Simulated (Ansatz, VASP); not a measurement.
**Two plane-wave programs on BiSe2**

```
Se Bi
1.0
     4.16444    0.00000    0.00000
    -2.08222    3.60651    0.00000
     0.00000    0.00000   25.05964
Se Bi
4 2
Direct
  0.66667 0.33333 0.29929
  0.33333 0.66667 0.43851
  0.66667 0.33333 0.56149
  0.33333 0.66667 0.70071
  0.00000 0.00000 0.37681
  0.00000 0.00000 0.62319
```

Alike in both runs: task single point; functional r2SCAN; k mesh 9 × 9 × 1; occupations gaussian, width 0.05 eV; no spin polarisation.

|  | VASP | Ansatz |
| --- | --- | --- |
| version | VASP 6.6.1 | Ansatz 0.2.0 |
| potentials or method | VASP PAW PBE potentials, release 64 (Se, Bi_d), cutoff 520 eV | scalar-relativistic, plane waves, PAW |
| valence electrons in the cell | 54 | 94 |

Ansatz gave:

| Item | Value |
| --- | --- |
| gap on the k mesh at the Fermi level (eV) | none |
| rms of the force components (eV/Å) | 0.799 |

Question: Which values does VASP return?

Answer: gap on the k mesh at the Fermi level (eV): none; rms of the force components (eV/Å): 0.798.

VASP's potentials were made for PBE, not for r2SCAN. A gap of «none» marks a metal or a gap that the smearing closes. VASP's potentials hold 54 valence electrons a cell and Ansatz's 94, so a difference there can come from the potentials and not from the codes. Ansatz's warnings: xc potential rough in thin density.

Spin-orbit coupling is off throughout.
